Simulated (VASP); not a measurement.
Set up this calculation in VASP 6.6.1, as the native input.

```yaml
Task: single point
Functional: LDA
Potentials_or_basis: VASP PAW LDA potentials, release 64 (Ti_sv)
Cutoff: 520 eV
k_mesh: 22 × 22 × 22
Occupations: gaussian, width 0.15 eV
Spin: collinear spin
Starting_moments: "[1.0] μB"
Fixed_moment: 1 μB
Dipole_correction: no
Further_INCAR_settings: ALGO = Fast; EDIFF = 1e-06; NBANDS = 16
```

The structure of Ti lies in POSCAR:

```
Ti
1.0
    0.0000000000      1.9170669191      1.9170669191
    1.9170669191      0.0000000000      1.9170669191
    1.9170669191      1.9170669191      0.0000000000
Ti
1
Direct
    0.0000000000      0.0000000000      0.0000000000
```

This isn't the form of Ti at room conditions, which is hcp.

These files were run (other wordings do the same):

INCAR

```
PREC = Accurate
ENCUT = 520
EDIFF = 1E-6
ISMEAR = 0
SIGMA = 0.15
LREAL = F
LASPH = T
NELM = 150
ALGO = Fast
ISIF = 2
LWAVE = F
LCHARG = F
ISPIN = 2
MAGMOM = 1
LORBIT = 11
NUPDOWN = 1.0
LMAXMIX = 4
GGA = CA
NBANDS = 16
```

KPOINTS

```
regular mesh
0
Gamma
  22 22 22
```

Potentials or basis: VASP PAW LDA potentials, release 64 (Ti_sv).

Launch:

```bash
$ cat potpaw_LDA.64/Ti_sv/POTCAR > POTCAR
$ mpirun -np 1 vasp_std > vasp.out
```

It gave:

The pressure is 24.5 GPa. The net moment is 1.00 μB per cell, the site moments are Ti +0.75 μB and the valence electrons inside the program's atomic spheres are Ti 10.58.

Caveat: the cell stands under pressure; the total moment is fixed, so each spin has its own Fermi level and the state may be an excited one.

Wall time 85 s on 1 thread of AMD EPYC 9R45 96-Core Processor (Zen 5) (shared host), peak memory 0.18 GiB.
